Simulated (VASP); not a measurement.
# TlB2 (Fm-3m) in VASP: notebook

TlB2 is run at these levels: PBE; tasks: single point, relaxation of cell and atoms.

Program: VASP 6.6.1. These are calculated values, not measurements. Logs are shortened: lines on timing, memory, paths and dates and some standing lists are left out, and cuts for length are marked.

## 1. The cell of the first run

Symmetry: Fm-3m, No. 225, cubic system. The conventional cell has a = 5.735 Å, b = 5.735 Å, c = 5.735 Å, α = 90.00°, β = 90.00°, γ = 90.00°. Within 3.3 Å of Tl (site symmetry m-3m) lie 8 B at 2.48 Å. Within 3.3 Å of B (site symmetry -43m) lie 4 Tl at 2.48 Å and 6 B at 2.87 Å.

## 2. Single point, PBE

The input, INCAR:

```
SYSTEM = TlB2
PREC = Accurate ; ENCUT = 520
EDIFF = 1E-6 ; ISMEAR = 0
SIGMA = 0.1 ; LREAL = .FALSE.
LASPH = .TRUE. ; NELM = 80
ALGO = Fast ; ISIF = 2
LWAVE = .FALSE. ; LCHARG = .TRUE.
GGA = PE ; LELF = .TRUE.
LVHAR = .TRUE. ; NBANDS = 16
```

The input, KPOINTS:

```
regular mesh
0
G
  14 14 14
  0 0 0
```

The input, POSCAR:

```
TlB2
1.0
    0.0000000000      2.8675600165      2.8675600165
    2.8675600165      0.0000000000      2.8675600165
    2.8675600165      2.8675600165      0.0000000000
Tl B
1 2
Direct
    0.0000000000      0.0000000000      0.0000000000
    0.2500000000      0.2500000000      0.2500000000
    0.7500000000      0.7500000000      0.7500000000
```

Potentials or basis: VASP PAW PBE potentials, release 64 (Tl_d, B).

Started as:

```
$ cat potpaw_PBE.64/Tl_d/POTCAR potpaw_PBE.64/B/POTCAR > POTCAR
$ mpirun -np 1 vasp_std > vasp.out
```

OUTCAR:

```text
SYSTEM = TlB2
   PREC = Accurate
   ENCUT = 520
   EDIFF = 1E-6
   ISMEAR = 0
   LREAL = .FALSE.
   LASPH = .TRUE.
   NELM = 80
   ISIF = 2
   GGA = PE

 ion  position               nearest neighbor table
   1  0.000  0.000  0.000-   3 2.48   2 2.48   3 2.48   2 2.48   3 2.48   3 2.48   2 2.48   2 2.48

   2  0.250  0.250  0.250-   1 2.48   1 2.48   1 2.48   1 2.48
   3  0.750  0.750  0.750-   1 2.48   1 2.48   1 2.48   1 2.48

  LATTYP: Found a face centered cubic cell.
 ALAT       =     5.7351200330

  Lattice vectors:

 A1 = (   0.0000000000,   2.8675600165,   2.8675600165)
 A2 = (   2.8675600165,   0.0000000000,   2.8675600165)
 A3 = (   2.8675600165,   2.8675600165,   0.0000000000)

Analysis of symmetry for initial positions (statically):
=====================================================================
 Subroutine PRICEL returns:
 Original cell was already a primitive cell.

 Routine SETGRP: Setting up the symmetry group for a
 face centered cubic supercell.

 Subroutine GETGRP returns: Found 48 space group operations
 (whereof 48 operations were pure point group operations)
 out of a pool of 48 trial point group operations.

The static configuration has the point symmetry O_h .

Analysis of symmetry for dynamics (positions and initial velocities):
=====================================================================
 Subroutine PRICEL returns:
 Original cell was already a primitive cell.

 Routine SETGRP: Setting up the symmetry group for a
 face centered cubic supercell.

 Subroutine GETGRP returns: Found 48 space group operations
 (whereof 48 operations were pure point group operations)
 out of a pool of 48 trial point group operations.

The dynamic configuration has the point symmetry O_h .

 Subroutine INISYM returns: Found 48 space group operations
 (whereof 48 operations are pure point group operations),
 and found     1 'primitive' translations

----------------------------------------------------------------------------------------

                                     Primitive cell

  volume of cell :      47.1593

  direct lattice vectors                    reciprocal lattice vectors
     0.000000000  2.867560017  2.867560017    -0.174364267  0.174364267  0.174364267
     2.867560017  0.000000000  2.867560017     0.174364267 -0.174364267  0.174364267
     2.867560017  2.867560017  0.000000000     0.174364267  0.174364267 -0.174364267

  length of vectors
[... 85 lines left out ...]
   LREAL  =      F    real-space projection
   EDIFFG = 0.1E-04   stopping-criterion for IOM
   NSW    =      0    number of steps for IOM
   IBRION =     -1    ionic relax: 0-MD 1-quasi-New 2-CG
   NFREE  =      0    steps in history (QN), initial steepest desc. (CG)
   ISIF   =      2    stress and relaxation
   ISYM   =      2    0-nonsym 1-usesym 2-fastsym
   POTIM  = 0.5000    time-step for ionic-motion
   TEBEG  =    0.0;   TEEND  =   0.0 temperature during run
   PSTRESS=    0.0 pullay stress
   NELECT =      19.0000    total number of electrons
   NUPDOWN=      -1.0000    fix difference up-down
   EMIN   =  10.00;   EMAX   =-10.00  energy-range for DOS
   EFERMI =   0.00;   METHOD = LEGACY
   ISMEAR =     0;   SIGMA  =   0.10  broadening in eV -4-tet -1-fermi 0-gaus
   EFERMI_NEDOS =   21; number of points for ismear=-14 and -15
   IALGO  =     68    algorithm
   IMIX   =      4    mixing-type and parameters
     AMIX     =   0.40;   BMIX     =  1.00
     AMIX_MAG =   1.60;   BMIX_MAG =  1.00
  volume/ion in A,a.u.               =      15.72       106.08
  Fermi-wavevector in a.u.,A,eV,Ry     =   1.209122  2.284910 19.891397  1.461976
  Thomas-Fermi vector in A             =   2.344709
   LORBIT       =      0    0 simple, 1 ext, 2 COOP (PROOUT), +10 PAW based schemes
   GGA     = PE    functional components
   LHFCALC =     F    Hartree Fock is set to
   AEXX    =    0.0000 exact exchange contribution
   IVDW    =     0    specifies the selected vdW correction
   LEPSILON=     F    determine dielectric tensor
   LRPA    =     F    only Hartree local field effects (RPA)
 non-spin polarized calculation
 RMM-DIIS sequential band-by-band and
 Gauss-broadening in eV      SIGMA  =   0.10
  energy-cutoff  :      520.00
  volume of cell :       47.16
 maximum number of plane-waves:      1295
   NGX = 15   NGY = 15   NGZ = 15

 number of electron      18.9999997 magnetization

 Free energy of the ion-electron system (eV)
  ---------------------------------------------------
  ext. energy  EPLUGINS =         0.00000000
  ---------------------------------------------------
  free energy    TOTEN  =        -9.15032629 eV

  energy without entropy =       -9.14257116  energy(sigma->0) =       -9.14644872

 E-fermi :   5.7741     XC(G=0): -10.4740

 val. band max:        5.7314273934   @ k =  -0.2143   0.0714   0.0000
 cond. band min:       5.7768666635   @ k =  -0.3571   0.2857   0.0714
 fundamental gap:      0.0454392701
 Fermi energy:         5.7741066318

 k-point     1 :       0.0000    0.0000    0.0000
  band No.  band energies     occupation
      1      -6.2772      2.00000
      2      -6.2772      2.00000
      3      -6.2772      2.00000
      4      -6.2216      2.00000
      5      -5.8296      2.00000
      6      -5.8296      2.00000
[... 433 lines left out ...]
      3      -6.1533      2.00000
      4      -5.9021      2.00000
      5      -5.7955      2.00000
      6      -5.1687      2.00000
[... 8 lines left out ...]
     15      13.2496      0.00000
     16      13.8903      0.00000

 [... further k-points ...]

------------------------ aborting loop because EDIFF is reached ----------------------------------------

  FORCE on cell =-STRESS in cart. coord.  units (eV):
  Direction    XX          YY          ZZ          XY          YZ          ZX
  --------------------------------------------------------------------------------------
  -------------------------------------------------------------------------------------
  Total       -0.0154606     -0.0154606     -0.0154606      0.0000000      0.0000000     -0.0000000
  in kB       -0.5252549     -0.5252549     -0.5252549      0.0000000      0.0000000     -0.0000000
  external PRESSURE =      -0.5252549 kB  Pullay stress =       0.0000000 kB

 VOLUME and BASIS-vectors are now :
 -----------------------------------------------------------------------------
  energy-cutoff  :      520.00
  volume of cell :       47.16
      direct lattice vectors                 reciprocal lattice vectors
     0.000000000  2.867560017  2.867560017    -0.174364267  0.174364267  0.174364267
     2.867560017  0.000000000  2.867560017     0.174364267 -0.174364267  0.174364267
     2.867560017  2.867560017  0.000000000     0.174364267  0.174364267 -0.174364267

 POSITION                                       TOTAL-FORCE (eV/Angst)
 -----------------------------------------------------------------------------------
      0.00000      0.00000      0.00000         0.000000     -0.000000     -0.000000
      1.43378      1.43378      1.43378         0.000000      0.000000     -0.000000
      4.30134      4.30134      4.30134        -0.000000     -0.000000      0.000000
 -----------------------------------------------------------------------------------
    total drift:                                0.000000     -0.000000     -0.000000

  FREE ENERGIE OF THE ION-ELECTRON SYSTEM (eV)
  ---------------------------------------------------
  free  energy   TOTEN  =        -9.1503262858 eV

  energy  without entropy=       -9.1425711629  energy(sigma->0) =       -9.14644872
```

OSZICAR:

```text
N       E                     dE             d eps       ncg     rms          rms(c)
DAV:   1     0.704694274968E+02    0.70469E+02   -0.91382E+03  3408   0.103E+03
DAV:   2    -0.810582296588E+01   -0.78575E+02   -0.76170E+02  4400   0.224E+02
DAV:   3    -0.945653951038E+01   -0.13507E+01   -0.13459E+01  3720   0.264E+01
DAV:   4    -0.946297467135E+01   -0.64352E-02   -0.64339E-02  4664   0.207E+00
DAV:   5    -0.946305212889E+01   -0.77458E-04   -0.77457E-04  3824   0.222E-01    0.979E+00
RMM:   6    -0.916451386755E+01    0.29854E+00   -0.55186E-01  3334   0.479E+00    0.705E+00
RMM:   7    -0.915138699035E+01    0.13127E-01   -0.13120E-01  3470   0.241E+00    0.302E+00
RMM:   8    -0.915021555340E+01    0.11714E-02   -0.15616E-02  3469   0.938E-01    0.273E-01
RMM:   9    -0.915018712513E+01    0.28428E-04   -0.96672E-04  3767   0.231E-01    0.803E-02
RMM:  10    -0.915031912626E+01   -0.13200E-03   -0.25871E-04  3660   0.127E-01    0.188E-02
RMM:  11    -0.915032762103E+01   -0.84948E-05   -0.42961E-05  3762   0.500E-02    0.290E-02
RMM:  12    -0.915032617833E+01    0.14427E-05   -0.15612E-05  3625   0.245E-02    0.544E-03
RMM:  13    -0.915032628576E+01   -0.10743E-06   -0.25378E-06  2951   0.108E-02
   1 F= -.91503263E+01 E0= -.91464487E+01  d E =-.775512E-02
```

Run time: 82 s. Hardware: 1 thread of Oxide Virtual Turin-like, shared host; peak memory 0.19 GiB.

What came out:

```
Free energy            : -9.1503 eV
Pressure               : -0.1 GPa
Band gap on the k mesh : zero (an odd number of electrons rules out a gap without spin polarisation)
```

Levels at points of the mesh, in eV from the Fermi level:
```csv
k point,band 8,band 9,band 10,band 11,band 12,band 13
"(0.00, 0.00, 0.00)",0.72,0.72,0.72,1.92,1.92,1.92
"(0.50, 0.00, 0.00)",-0.96,-0.96,-0.38,0.98,1.42,1.42
"(0.50, 0.50, 0.00)",-3.32,-3.32,-2.96,2.12,4.48,4.48
```

Caveat: spin-orbit coupling is left out, which moves the levels of the heavy elements.

[end of part 1 of 2]

The gap in the log of VASP goes by the Fermi energy; the results here count the filled bands.